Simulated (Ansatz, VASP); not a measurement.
**CdH2O2: VASP beside Ansatz**

```
CELL_PARAMETERS angstrom
3.51553 0.00000 0.00000
-1.75776 3.04453 0.00000
0.00000 0.00000 4.57333
ATOMIC_POSITIONS crystal
Cd 0.00000 0.00000 0.00000
H 0.66667 0.33333 0.55096
H 0.33333 0.66667 0.44904
O 0.66667 0.33333 0.75937
O 0.33333 0.66667 0.24063
```

Change from the starting cell: strain +0.000 along x and y, -0.015 along z, atoms carried along.

Alike in both runs: task single point; functional PBEsol; k mesh 9 × 9 × 6; occupations gaussian, width 0.05 eV; no spin polarisation.

```csv
,VASP,Ansatz
version,VASP 6.6.1,Ansatz 0.2.0
potentials or method,"VASP PAW PBE potentials, release 64 (Cd_sv_GW, H, O), cutoff 700 eV","scalar-relativistic, plane waves, PAW"
valence electrons in the cell,34,34
```

|  | VASP | Ansatz | Ansatz less VASP |
| --- | --- | --- | --- |
| gap on the k mesh at the Fermi level (eV) | 1.67 | 1.67 | +0.001 |
| least direct gap on the mesh (eV) | 2.04 | 2.04 | -0.001 |
| pressure (GPa) | 2.0 | 1.9 | -0.06 |
| traceless stress, the component that is largest in VASP (GPa) | 6.04 | 5.32 | -0.715 |
| rms of the force components (eV/Å) | 0.729 | 0.647 | -0.0813 |

VASP's potentials were made for PBE, not for PBEsol. Atom by atom the forces differ by 0.082 eV/Å (rms over components).
